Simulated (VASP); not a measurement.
# Os (Fm-3m) in VASP: further runs, part 2 of 2

VASP 6.6.1. Earlier steps stand in the parts before.

**3. Single point, PBE**

Contents of INCAR:

```
PREC = Accurate
ENCUT = 520
EDIFF = 1E-6
ISMEAR = 1
SIGMA = 0.02
LREAL = False
LASPH = True
NELM = 100
ALGO = Normal
ISIF = 2
LWAVE = False
LCHARG = True
GGA = PE
LELF = True
LVHAR = True
NBANDS = 10
```

Contents of KPOINTS:

```
regular mesh
0
Gamma
  4 4 4
```

Contents of POSCAR:

```
Os
1.0
    0.0000000000      1.9220413878      1.9220413878
    1.9220413878      0.0000000000      1.9220413878
    1.9220413878      1.9220413878      0.0000000000
Os
1
Direct
    0.4210000000      0.8890000000      0.3430000000
```

Potentials or basis: VASP PAW PBE potentials, release 64 (Os).

The run is started by

```bash
$ cat potpaw_PBE.64/Os/POTCAR > POTCAR
$ mpirun -np 1 vasp_std > vasp.out
```

Wall time 4.8 s (1 thread of AMD EPYC 7R13, shared host); peak memory 0.09 GiB.

The run converged. Its results:

```yaml
Free_energy: -11.1141 eV
Pressure: 3.0 GPa
Band_gap_on_the_k_mesh: zero (band 4 reaches 11.46 eV, above the bottom of band 5 at 8.35 eV)
```

Levels at points of the mesh, in eV from the Fermi level:
```tsv
k point	band 2	band 3	band 4	band 5	band 6	band 7
(0.00, 0.00, 0.00)	-2.76	-2.76	-2.76	0.23	0.23	14.46
(0.50, 0.00, 0.00)	-2.91	-2.91	-0.01	2.58	2.58	9.02
(0.50, 0.50, 0.00)	-6.56	2.53	2.54	3.26	3.26	12.26
```

Caveat: the k points lie up to 0.71 Å⁻¹ apart; spin-orbit coupling is left out, which moves the levels of the heavy elements.

**4. Single point, revPBE, collinear spin, ferromagnetic start**

This run uses another cell than the first one, of 15.91 Å³/atom, 1.120 times its volume.

Contents of INCAR:

```
SYSTEM = Os
PREC = Accurate ; ENCUT = 520
EDIFF = 1E-6 ; ISMEAR = 0
SIGMA = 0.1 ; LREAL = .False.
LASPH = .True. ; NELM = 150
ALGO = Normal ; ISIF = 2
LWAVE = .False. ; LCHARG = .True.
ISPIN = 2 ; MAGMOM = 0.3
LORBIT = 11 ; LMAXMIX = 4
GGA = RE ; LELF = .True.
LVHAR = .True. ; NBANDS = 14
```

Contents of KPOINTS:

```
Automatic mesh
0
Gamma
  3 3 3
  0 0 0
```

Contents of POSCAR:

```
Os
1.0
    0.0000000000      1.9960377139      1.9960377139
    1.9960377139      0.0000000000      1.9960377139
    1.9960377139      1.9960377139      0.0000000000
Os
1
Direct
    0.0000000000      0.0000000000      0.0000000000
```

Potentials or basis: VASP PAW PBE potentials, release 64 (Os).

The run is started by

```bash
$ cat potpaw_PBE.64/Os/POTCAR > POTCAR
$ mpirun -np 1 vasp_std > vasp.out
```

OUTCAR:

```text
SYSTEM = Os
   PREC = Accurate
   ENCUT = 520
   EDIFF = 1E-6
   ISMEAR = 0
   LREAL = .False.
   LASPH = .True.
   NELM = 150
   ISIF = 2
   ISPIN = 2
   LORBIT = 11
   GGA = RE

 ion  position               nearest neighbor table
   1  0.000  0.000  0.000-

  LATTYP: Found a face centered cubic cell.
 ALAT       =     3.9920754278

  Lattice vectors:

 A1 = (   0.0000000000,   1.9960377139,   1.9960377139)
 A2 = (   1.9960377139,   0.0000000000,   1.9960377139)
 A3 = (   1.9960377139,   1.9960377139,   0.0000000000)

Analysis of symmetry for initial positions (statically):
=====================================================================
 Subroutine PRICEL returns:
 Original cell was already a primitive cell.

 Routine SETGRP: Setting up the symmetry group for a
 face centered cubic supercell.

 Subroutine GETGRP returns: Found 48 space group operations
 (whereof 48 operations were pure point group operations)
 out of a pool of 48 trial point group operations.

The static configuration has the point symmetry O_h .

[... 243 lines left out ...]
     10      26.9658      0.00000
     11      31.3748      0.00000
     12      41.0870      0.00000
     13      41.0870      0.00000
     14      41.0870      0.00000
[... 37 lines left out ...]
      1       2.6768      1.00000
      2       3.6205      1.00000
      3       5.0239      1.00000
      4       7.1808      1.00000
      5       8.8096      0.00000
      6      13.0036      0.00000
      7      17.5705      0.00000
      8      18.4681      0.00000
      9      24.8360      0.00000
     10      26.7998      0.00000
     11      33.7706      0.00000
     12      35.5593      0.00000
     13      37.3083      0.00000
     14      45.2545      0.00000

------------------------ aborting loop because EDIFF is reached ----------------------------------------

  FORCE on cell =-STRESS in cart. coord.  units (eV):
  Direction    XX          YY          ZZ          XY          YZ          ZX
  --------------------------------------------------------------------------------------
  -------------------------------------------------------------------------------------
  Total       -1.3000056     -1.3000056     -1.3000056      0.0000000      0.0000000      0.0000000
  in kB     -130.9542402   -130.9542402   -130.9542402      0.0000000      0.0000000      0.0000000
  external PRESSURE =    -130.9542402 kB  Pullay stress =       0.0000000 kB

 VOLUME and BASIS-vectors are now :
 -----------------------------------------------------------------------------
  energy-cutoff  :      520.00
  volume of cell :       15.91
      direct lattice vectors                 reciprocal lattice vectors
     0.000000000  1.996037714  1.996037714    -0.250496269  0.250496269  0.250496269
     1.996037714  0.000000000  1.996037714     0.250496269 -0.250496269  0.250496269
     1.996037714  1.996037714  0.000000000     0.250496269  0.250496269 -0.250496269

 POSITION                                       TOTAL-FORCE (eV/Angst)
 -----------------------------------------------------------------------------------
      0.00000      0.00000      0.00000         0.000000      0.000000      0.000000
 -----------------------------------------------------------------------------------
    total drift:                               -0.000000      0.000000      0.000000

  FREE ENERGIE OF THE ION-ELECTRON SYSTEM (eV)
  ---------------------------------------------------
  free  energy   TOTEN  =        -9.5284129748 eV

  energy  without entropy=       -9.5169536939  energy(sigma->0) =       -9.52268333

 total charge

# of ion       s       p       d       tot
------------------------------------------
    1        0.618   0.716   5.718   7.052

 magnetization (x)

# of ion       s       p       d       tot
------------------------------------------
    1        0.000   0.007   0.285   0.292
```

It took 8.9 s on 1 thread of AMD EPYC 7R13, shared host; peak memory 0.12 GiB.

Results:

```
Free energy                                           : -9.5284 eV
Pressure                                              : -13.1 GPa
Net moment                                            : 0.30 μB per cell
Site moments                                          : Os +0.29 μB
Valence electrons inside the program's atomic spheres : Os 7.05
```

Caveat: the k points lie up to 0.91 Å⁻¹ apart; the PAW data sets were made with another functional, which shifts forces and pressure a little; spin-orbit coupling is left out, which moves the levels of the heavy elements.

**5. Single point, PBE+D3(BJ)**

Contents of INCAR:

```
PREC = Accurate ; ENCUT = 520
EDIFF = 1E-6 ; ISMEAR = -5
SIGMA = 0.1 ; LREAL = False
LASPH = True ; NELM = 100
ALGO = Normal ; ISIF = 2
LWAVE = False ; LCHARG = False
GGA = PE ; IVDW = 12
NBANDS = 10
```

Contents of KPOINTS:

```
Automatic mesh
0
Gamma
  6 6 6
```

Contents of POSCAR:

```
Os
1.0
    0.0000000000      1.9220413878      1.9220413878
    1.9220413878      0.0000000000      1.9220413878
    1.9220413878      1.9220413878      0.0000000000
Os
1
Direct
    0.0000000000      0.0000000000      0.0000000000
```

The run is started by

```bash
$ cat potpaw_PBE.64/Os/POTCAR > POTCAR
$ mpirun -np 1 vasp_std > vasp.out
```

Run time: 4.5 s. Hardware: 1 thread of AMD EPYC 7R13, shared host; peak memory 0.1 GiB.

The run converged. Its results:

```
Free energy                : -11.6830 eV
Pressure                   : -2.6 GPa
Band gap on the k mesh     : zero (band 4 reaches 11.47 eV, above the bottom of band 5 at 7.74 eV)
Dispersion energy per atom : -0.644 eV
```

Levels at points of the mesh, in eV from the Fermi level:
```csv
k point,band 1,band 2,band 3,band 4,band 5,band 6,band 7,band 8
"(0.00, 0.00, 0.00)",-10.73,-3.00,-3.00,-3.00,-0.01,-0.01,14.20,19.97
"(0.50, 0.00, 0.00)",-7.63,-3.15,-3.15,-0.25,2.34,2.34,8.77,13.76
"(0.50, 0.50, 0.00)",-7.49,-6.81,2.28,2.30,3.01,3.01,12.02,12.15
```

Caveat: the k points lie up to 0.47 Å⁻¹ apart; three body term missing; spin-orbit coupling is left out, which moves the levels of the heavy elements; pairwise dispersion overbinds metals, which lowers pressure and volume; tetrahedron occupations give inexact forces and stress in metals.

**6. Single point, r2SCAN+U**

POSCAR is that of step 5.

Contents of INCAR.step1:

```
ALGO     = Normal         # electronic algorithm
EDIFF    = 1E-4           # SCF threshold, eV
ENCUT    = 520            # plane-wave cutoff, eV
GGA      = PE             # functional
ISMEAR   = 0              # smearing method
LASPH    = T              # aspherical terms in the spheres
LCHARG   = F              # write CHGCAR
LDAU     = T              # DFT+U
LDAUJ    = 0            
LDAUL    = 2              # shell
LDAUTYPE = 2            
LDAUU    = 4.2            # U, eV
LMAXMIX  = 4              # l up to which the mixer works
LREAL    = F              # projectors in reciprocal space
LWAVE    = T              # write WAVECAR
NBANDS   = 10             # bands
NELM     = 150            # most SCF steps
PREC     = Accurate       # precision mode
SIGMA    = 0.12           # smearing width, eV
```

Contents of INCAR.step2:

```
ALGO     = Normal         # electronic algorithm
EDIFF    = 1E-6           # SCF threshold, eV
ENCUT    = 520            # plane-wave cutoff, eV
ISIF     = 2              # what is computed and relaxed
ISMEAR   = 0              # smearing method
ISTART   = 1            
LASPH    = T              # aspherical terms in the spheres
LCHARG   = T              # write CHGCAR
LDAU     = T              # DFT+U
LDAUJ    = 0            
LDAUL    = 2              # shell
LDAUPRINT= 1            
LDAUTYPE = 2            
LDAUU    = 4.2            # U, eV
LELF     = T              # ELF
LMAXMIX  = 4              # l up to which the mixer works
LMIXTAU  = T            
LREAL    = F              # projectors in reciprocal space
LVHAR    = T            
LWAVE    = F              # write WAVECAR
METAGGA  = R2SCAN         # meta-GGA
NBANDS   = 10             # bands
NELM     = 150            # most SCF steps
PREC     = Accurate       # precision mode
SIGMA    = 0.12           # smearing width, eV
```

Contents of KPOINTS:

```
k-points
0
Gamma
  3 3 3
```

Potentials or basis: VASP PAW PBE potentials, release 64 (Os).

The run is started by

```bash
$ cat potpaw_PBE.64/Os/POTCAR > POTCAR
$ cp INCAR.step1 INCAR
$ mpirun -np 1 vasp_std > vasp.out
$ cp INCAR.step2 INCAR
$ mpirun -np 1 vasp_std > vasp.out
```

It took 20 s on 1 thread of AMD EPYC 7R13, shared host; peak memory 0.1 GiB.

It converged, with:

```yaml
Free_energy: -47.0369 eV
Pressure: 22.6 GPa
Band_gap_on_the_k_mesh: zero (band 4 reaches 8.58 eV, above the bottom of band 5 at 6.81 eV)
```

Levels at points of the mesh, in eV from the Fermi level:
| k point | band 1 | band 2 | band 3 | band 4 | band 5 | band 6 | band 7 | band 8 |
| --- | --- | --- | --- | --- | --- | --- | --- | --- |
| (0.00, 0.00, 0.00) | -10.88 | -2.40 | -2.40 | -2.40 | -1.81 | -1.81 | 15.07 | 21.27 |

Eigenvalues of the final occupation matrices:
```csv
site,spin,trace,eigenvalues
site 1 d,1,3.27,0.45 0.45 0.45 0.97 0.97
site 1 d,2,3.27,0.45 0.45 0.45 0.97 0.97
```

Caveat: the k points lie up to 0.94 Å⁻¹ apart; the PAW data sets were made with another functional, which shifts forces and pressure a little; spin-orbit coupling is left out, which moves the levels of the heavy elements; U without spin polarisation on a metal has little footing; the U is typed as a test and isn't derived for this compound.

**7. Overview**

| level | spin | U | cell | k mesh | smearing | gap on the mesh (eV) | pressure (GPa) |
| --- | --- | --- | --- | --- | --- | --- | --- |
| PBE | off | - | a = 2.718 Å, angles 60.0°, 1 atom | 3 × 3 × 3 | gaussian 0.1 eV | none | 27.7 |
| PBE | off | - | a = 2.718 Å, angles 60.0°, 1 atom | 4 × 4 × 4 | methfessel-paxton 0.02 eV | none | 3.0 |
| revPBE | collinear, ferromagnetic start | - | a = 2.823 Å, angles 60.0°, 1 atom | 3 × 3 × 3 | gaussian 0.1 eV | none | -13.1 |
| PBE+D3(BJ) | off | - | a = 2.718 Å, angles 60.0°, 1 atom | 6 × 6 × 6 | tetrahedron | none | -2.6 |
| r2SCAN+U | off | Os d U = 4.2 eV | a = 2.718 Å, angles 60.0°, 1 atom | 3 × 3 × 3 | gaussian 0.12 eV | none | 22.6 |

Alike in all rows: task single point; potentials or basis VASP PAW PBE potentials, release 64 (Os); cutoff (eV) 520.

Caveats: all runs use coarse meshes; spin-orbit coupling is left out, which moves the levels of the heavy elements; the PAW data sets were made with another functional, which shifts forces and pressure a little (some runs); three body term missing (some runs); pairwise dispersion overbinds metals, which lowers pressure and volume (some runs); tetrahedron occupations give inexact forces and stress in metals (some runs); U without spin polarisation on a metal has little footing (some runs); the U is typed as a test and isn't derived for this compound (some runs).

Total energies depend on the potentials used, so only differences within one code and one set of settings carry meaning.
